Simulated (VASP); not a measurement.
# NbSb (WC type) (P-6m2) in VASP: notebook

The runs below take NbSb (WC type) through single point, with PBE.

Everything below comes from runs of VASP 6.6.1. Logs are shortened: lines on timing, memory, paths and dates and some standing lists are left out, and cuts for length are marked.

### 1 The cell of the first run

The structure is hexagonal, space group P-6m2 (No. 187). Conventional cell: a = 3.631 Å, b = 3.631 Å, c = 3.851 Å, α = 90.00°, β = 90.00°, γ = 120.00°. Within 3.8 Å of Nb (site symmetry -6m2) lie 6 Sb at 2.85 Å and 6 Nb at 3.63 Å. Within 3.8 Å of Sb (site symmetry -6m2) lie 6 Nb at 2.85 Å and 6 Sb at 3.63 Å.

### 2 Single point, PBE (volume scaled by 1.03)

File INCAR:

```
SYSTEM = NbSb
PREC = Accurate
ENCUT = 520
EDIFF = 1E-7
ISMEAR = -1
SIGMA = 0.05
LREAL = .FALSE.
LASPH = .TRUE.
NELM = 100
ALGO = Normal
ISIF = 2
LWAVE = .FALSE.
LCHARG = .TRUE.
GGA = PE
LELF = .TRUE.
LVHAR = .TRUE.
NBANDS = 16
```

File KPOINTS:

```
Automatic mesh
0
G
  11 11 10
  0 0 0
```

File POSCAR:

```
NbSb
1.0
    3.6311260875      0.0000000000      0.0000000000
   -1.8155630438      3.1446474361      0.0000000000
    0.0000000000      0.0000000000      3.8509341332
Nb Sb
1 1
Direct
    0.0000000000      0.0000000000      0.0000000000
    0.3333333333      0.6666666667      0.5000000000
```

Potentials or basis: VASP PAW PBE potentials, release 64 (Nb_sv, Sb).

On the command line:

```
$ cat potpaw_PBE.64/Nb_sv/POTCAR potpaw_PBE.64/Sb/POTCAR > POTCAR
$ mpirun -np 1 vasp_std > vasp.out
```

OUTCAR:

```text
SYSTEM = NbSb
   PREC = Accurate
   ENCUT = 520
   EDIFF = 1E-7
   ISMEAR = -1
   LREAL = .FALSE.
   LASPH = .TRUE.
   NELM = 100
   ISIF = 2
   GGA = PE

 ion  position               nearest neighbor table
   1  0.000  0.000  0.000-   2 2.85   2 2.85   2 2.85   2 2.85   2 2.85   2 2.85
   2  0.333  0.667  0.500-   1 2.85   1 2.85   1 2.85   1 2.85   1 2.85   1 2.85

  LATTYP: Found a hexagonal cell.
 ALAT       =     3.6311260875
 C/A-ratio  =     1.0605344018

  Lattice vectors:

 A1 = (   3.6311260875,   0.0000000000,   0.0000000000)
 A2 = (  -1.8155630438,   3.1446474361,   0.0000000000)
 A3 = (   0.0000000000,   0.0000000000,   3.8509341332)

Analysis of symmetry for initial positions (statically):
=====================================================================
 Subroutine PRICEL returns:
 Original cell was already a primitive cell.

 Routine SETGRP: Setting up the symmetry group for a
 hexagonal supercell.

 Subroutine GETGRP returns: Found 12 space group operations
 (whereof 12 operations were pure point group operations)
 out of a pool of 24 trial point group operations.

The static configuration has the point symmetry D_3h.

Analysis of symmetry for dynamics (positions and initial velocities):
=====================================================================
 Subroutine PRICEL returns:
 Original cell was already a primitive cell.

 Routine SETGRP: Setting up the symmetry group for a
 hexagonal supercell.

 Subroutine GETGRP returns: Found 12 space group operations
 (whereof 12 operations were pure point group operations)
 out of a pool of 24 trial point group operations.

The dynamic configuration has the point symmetry D_3h.

 Subroutine INISYM returns: Found 12 space group operations
 (whereof 12 operations are pure point group operations),
 and found     1 'primitive' translations

----------------------------------------------------------------------------------------

                                     Primitive cell

  volume of cell :      43.9723

  direct lattice vectors                    reciprocal lattice vectors
     3.631126088  0.000000000  0.000000000     0.275396661  0.159000336  0.000000000
    -1.815563044  3.144647436  0.000000000     0.000000000  0.318000673  0.000000000
     0.000000000  0.000000000  3.850934133     0.000000000  0.000000000  0.259677254

  length of vectors
     3.631126088  3.631126088  3.850934133     0.318000673  0.318000673  0.259677254

  position of ions in fractional coordinates (direct lattice)
     0.000000000  0.000000000  0.000000000
     0.333333333  0.666666667  0.500000000

  ion indices of the primitive-cell ions
   primitive index   ion index
                 1           1
                 2           2

----------------------------------------------------------------------------------------

 KPOINTS: Automatic mesh

Automatic generation of k-mesh.
 Grid dimensions read from file:
 generate k-points for:   11   11   10

 Generating k-lattice:

  Cartesian coordinates                     Fractional coordinates (reciprocal lattice)
     0.025036060  0.014454576  0.000000000     0.090909091  0.000000000  0.000000000
     0.000000000  0.028909152  0.000000000     0.000000000  0.090909091  0.000000000
     0.000000000  0.000000000  0.025967725     0.000000000  0.000000000  0.100000000

  Length of vectors
     0.028909152  0.028909152  0.025967725

  Shift w.r.t. Gamma in fractional coordinates (k-lattice)
     0.000000000  0.000000000  0.000000000

 Subroutine IBZKPT returns following result:
 ===========================================

 Found     96 irreducible k-points:

 Following reciprocal coordinates:
            Coordinates               Weight
  0.000000  0.000000  0.000000      1.000000
  0.090909  0.000000  0.000000      6.000000
  0.181818  0.000000  0.000000      6.000000
  0.272727  0.000000  0.000000      6.000000
  0.363636  0.000000  0.000000      6.000000
  0.454545 -0.000000  0.000000      6.000000
[... 16 lines left out ...]
  0.090909  0.090909  0.100000     12.000000
  0.181818  0.090909  0.100000     24.000000
 [... further k-points ...]
   k-points           NKPTS =     96   k-points in BZ     NKDIM =     96   number of bands    NBANDS=     16
   number of dos      NEDOS =    301   number of ions     NIONS =      2
   total plane-waves  NPLWV =  23520
   dimension x,y,z NGX =    28 NGY =   28 NGZ =   30
   dimension x,y,z NGXF=    56 NGYF=   56 NGZF=   60
   ions per type =               1   1
   NGX,Y,Z   is equivalent  to a cutoff of  12.82, 12.82, 12.95 a.u.
   NGXF,Y,Z  is equivalent  to a cutoff of  25.64, 25.64, 25.90 a.u.
 SYSTEM =  NbSb
   PREC   = accura    normal or accurate (medium, high low for compatibility)
   ISTART =      0    job   : 0-new  1-cont  2-samecut
   ICHARG =      2    charge: 1-file 2-atom 10-const
   ISPIN  =      1    spin polarized calculation?
   LNONCOLLINEAR =      F non collinear calculations
   LSORBIT =      F    spin-orbit coupling
   LASPH  =      T    aspherical Exc in radial PAW
   ENCUT  =  520.0 eV  38.22 Ry    6.18 a.u.   6.75  6.75  7.16*2*pi/ulx,y,z
   NELM   =    100;   NELMIN=  2; NELMDL= -5     # of ELM steps
   EDIFF  = 0.1E-06   stopping-criterion for ELM
   LREAL  =      F    real-space projection
   EDIFFG = 0.1E-05   stopping-criterion for IOM
   NSW    =      0    number of steps for IOM
   IBRION =     -1    ionic relax: 0-MD 1-quasi-New 2-CG
   NFREE  =      0    steps in history (QN), initial steepest desc. (CG)
   ISIF   =      2    stress and relaxation
   ISYM   =      2    0-nonsym 1-usesym 2-fastsym
   POTIM  = 0.5000    time-step for ionic-motion
   TEBEG  =    0.0;   TEEND  =   0.0 temperature during run
   PSTRESS=    0.0 pullay stress
   NELECT =      18.0000    total number of electrons
   NUPDOWN=      -1.0000    fix difference up-down
   EMIN   =  10.00;   EMAX   =-10.00  energy-range for DOS
   EFERMI =   0.00;   METHOD = LEGACY
   ISMEAR =    -1;   SIGMA  =   0.05  broadening in eV -4-tet -1-fermi 0-gaus
   EFERMI_NEDOS =   21; number of points for ismear=-14 and -15
   IALGO  =     38    algorithm
   IMIX   =      4    mixing-type and parameters
     AMIX     =   0.40;   BMIX     =  1.00
     AMIX_MAG =   1.60;   BMIX_MAG =  1.00
  volume/ion in A,a.u.               =      21.99       148.37
  Fermi-wavevector in a.u.,A,eV,Ry     =   1.215549  2.297055 20.103422  1.477560
  Thomas-Fermi vector in A             =   2.350933
   LORBIT       =      0    0 simple, 1 ext, 2 COOP (PROOUT), +10 PAW based schemes
   GGA     = PE    functional components
   LHFCALC =     F    Hartree Fock is set to
   AEXX    =    0.0000 exact exchange contribution
   IVDW    =     0    specifies the selected vdW correction
   LEPSILON=     F    determine dielectric tensor
   LRPA    =     F    only Hartree local field effects (RPA)
 non-spin polarized calculation
  energy-cutoff  :      520.00
  volume of cell :       43.97
 maximum number of plane-waves:      1203
 NGX is ok and might be reduce to    28
   NGX = 13   NGY = 13   NGZ = 15

 number of electron      18.0000000 magnetization

 Free energy of the ion-electron system (eV)
  ---------------------------------------------------
  ext. energy  EPLUGINS =         0.00000000
  ---------------------------------------------------
  free energy    TOTEN  =       -14.67734697 eV

  energy without entropy =      -14.67256046  energy(sigma->0) =      -14.67495371

 E-fermi :   9.8579     XC(G=0): -11.2402

 val. band max:        9.8097146993   @ k =   0.0909   0.0000   0.4000
 cond. band min:       9.8726729992   @ k =   0.3636   0.1818   0.0000
 fundamental gap:      0.0629582998
 Fermi energy:         9.8578984407

 k-point     1 :       0.0000    0.0000    0.0000
  band No.  band energies     occupation
      1     -45.3244      2.00000
      2     -21.4584      2.00000
      3     -21.2902      2.00000
      4     -21.2902      2.00000
      5      -1.7192      2.00000
      6       7.6582      2.00000
[... 8 lines left out ...]
     15      16.8636      0.00000
     16      18.6594      0.00000

 k-point     2 :       0.0909    0.0000    0.0000
  band No.  band energies     occupation
      1     -45.3235      2.00000
      2     -21.4564      2.00000
      3     -21.3019      2.00000
      4     -21.2930      2.00000
      5      -1.5959      2.00000
      6       7.6724      2.00000
[... 8 lines left out ...]
     15      16.8444      0.00000
     16      19.1761      0.00000

 k-point     3 :       0.1818    0.0000    0.0000
  band No.  band energies     occupation
      1     -45.3212      2.00000
      2     -21.4509      2.00000
      3     -21.3331      2.00000
      4     -21.3006      2.00000
      5      -1.2373      2.00000
      6       7.2418      2.00000
[... 8 lines left out ...]
     15      17.6174      0.00000
     16      19.8723      0.00000

 k-point     4 :       0.2727    0.0000    0.0000
  band No.  band energies     occupation
      1     -45.3182      2.00000
      2     -21.4437      2.00000
      3     -21.3738      2.00000
      4     -21.3105      2.00000
      5      -0.6818      2.00000
      6       6.2702      2.00000
[... 8 lines left out ...]
     15      18.2241      0.00000
     16      19.8494      0.00000
[... 324 lines left out ...]
 k-point    22 :       0.4545   -0.0000    0.1000
  band No.  band energies     occupation
      1     -45.3136      2.00000
      2     -21.4391      2.00000
      3     -21.4315      2.00000
      4     -21.3241      2.00000
      5       0.5503      2.00000
      6       4.5145      2.00000
[... 8 lines left out ...]
     15      16.9182      0.00000
     16      19.4031      0.00000

 k-point    23 :       0.0909    0.0909    0.1000
  band No.  band energies     occupation
      1     -45.3217      2.00000
      2     -21.4592      2.00000
      3     -21.3220      2.00000
      4     -21.2983      2.00000
      5      -1.2597      2.00000
      6       7.2927      2.00000
[... 8 lines left out ...]
     15      17.1616      0.00000
     16      19.5127      0.00000

 k-point    24 :       0.1818    0.0909    0.1000
  band No.  band energies     occupation
      1     -45.3190      2.00000
      2     -21.4527      2.00000
      3     -21.3560      2.00000
      4     -21.3087      2.00000
      5      -0.8131      2.00000
      6       6.7591      2.00000
[... 8 lines left out ...]
     15      18.0034      0.00000
     16      19.4460      0.00000

 [... further k-points ...]

------------------------ aborting loop because EDIFF is reached ----------------------------------------

  FORCE on cell =-STRESS in cart. coord.  units (eV):
  Direction    XX          YY          ZZ          XY          YZ          ZX
  --------------------------------------------------------------------------------------
  -------------------------------------------------------------------------------------
  Total       -0.9352714     -0.9352714     -1.2596817      0.0000000      0.0000000     -0.0000000
  in kB      -34.0775879    -34.0775879    -45.8978157      0.0000000      0.0000000     -0.0000000
  external PRESSURE =     -38.0176638 kB  Pullay stress =       0.0000000 kB

 VOLUME and BASIS-vectors are now :
 -----------------------------------------------------------------------------
  energy-cutoff  :      520.00
  volume of cell :       43.97
      direct lattice vectors                 reciprocal lattice vectors
     3.631126088  0.000000000  0.000000000     0.275396661  0.159000336  0.000000000
    -1.815563044  3.144647436  0.000000000     0.000000000  0.318000673  0.000000000
     0.000000000  0.000000000  3.850934133     0.000000000  0.000000000  0.259677254

 POSITION                                       TOTAL-FORCE (eV/Angst)
 -----------------------------------------------------------------------------------
      0.00000      0.00000      0.00000        -0.000000      0.000000      0.000000
     -0.00000      2.09643      1.92547         0.000000      0.000000      0.000000
 -----------------------------------------------------------------------------------
    total drift:                               -0.000000      0.000000      0.000000

  FREE ENERGIE OF THE ION-ELECTRON SYSTEM (eV)
  ---------------------------------------------------
  free  energy   TOTEN  =       -14.6773469677 eV

  energy  without entropy=      -14.6725604608  energy(sigma->0) =      -14.67495371
```

Wall time 65 s (1 thread of Intel Xeon Platinum 8375C at 2.90GHz (Ice Lake), shared host); peak memory 0.21 GiB.

What came out:

```
Free energy            : -14.6773 eV
Pressure               : -3.8 GPa
Band gap on the k mesh : zero (band 9 reaches 9.94 eV, above the bottom of band 10 at 9.67 eV)
```

Levels at points of the mesh, in eV from the Fermi level:
| k point | band 5 | band 6 | band 7 | band 8 | band 9 | band 10 | band 11 | band 12 | band 13 | band 14 |
| --- | --- | --- | --- | --- | --- | --- | --- | --- | --- | --- |
| (0.00, 0.00, 0.00) | -11.58 | -2.20 | -1.34 | -1.34 | -0.59 | 0.81 | 0.81 | 4.59 | 4.59 | 5.29 |
| (0.00, 0.00, 0.50) | -10.09 | -6.00 | -0.72 | -0.72 | -0.19 | -0.19 | 0.87 | 4.06 | 4.06 | 7.72 |

Caveat: spin-orbit coupling is left out, which moves the levels of the heavy elements.

### 3 Single point, PBE (volume scaled by 1.06)

Edit INCAR of step 2 so:

```diff
@@ -12,6 +12,4 @@
 LWAVE = .FALSE.
-LCHARG = .TRUE.
+LCHARG = .FALSE.
 GGA = PE
-LELF = .TRUE.
-LVHAR = .TRUE.
 NBANDS = 16
```

File KPOINTS:

```
regular mesh
0
G
  11 11 10
  0 0 0
```

File POSCAR:

```
NbSb
1.0
    3.6660429034      0.0000000000      0.0000000000
   -1.8330214517      3.1748862857      0.0000000000
    0.0000000000      0.0000000000      3.8879646177
Nb Sb
1 1
Direct
    0.0000000000      0.0000000000      0.0000000000
    0.3333333333      0.6666666667      0.5000000000
```

Potentials or basis: VASP PAW PBE potentials, release 64 (Nb_sv, Sb).

On the command line:

```
$ cat potpaw_PBE.64/Nb_sv/POTCAR potpaw_PBE.64/Sb/POTCAR > POTCAR
$ mpirun -np 1 vasp_std > vasp.out
```

It took 67 s on 1 thread of Intel Xeon Platinum 8375C at 2.90GHz (Ice Lake), shared host; peak memory 0.21 GiB.

It converged, with:

* Free energy: -14.6349 eV
* Pressure: -6.8 GPa
* Band gap on the k mesh: zero (band 9 reaches 9.54 eV, above the bottom of band 10 at 9.31 eV)

Stress tensor (GPa, compression positive):
```
-6.07  0.00  0.00
 0.00 -6.07  0.00
 0.00  0.00 -8.28
```

Levels at points of the mesh, in eV from the Fermi level:
```tsv
k point	band 7	band 8	band 9	band 10	band 11	band 12
(0.00, 0.00, 0.00)	-1.30	-1.30	-0.61	0.79	0.79	4.42
(0.00, 0.00, 0.50)	-0.70	-0.70	-0.17	-0.17	0.83	3.94
```

Caveat: spin-orbit coupling is left out, which moves the levels of the heavy elements.
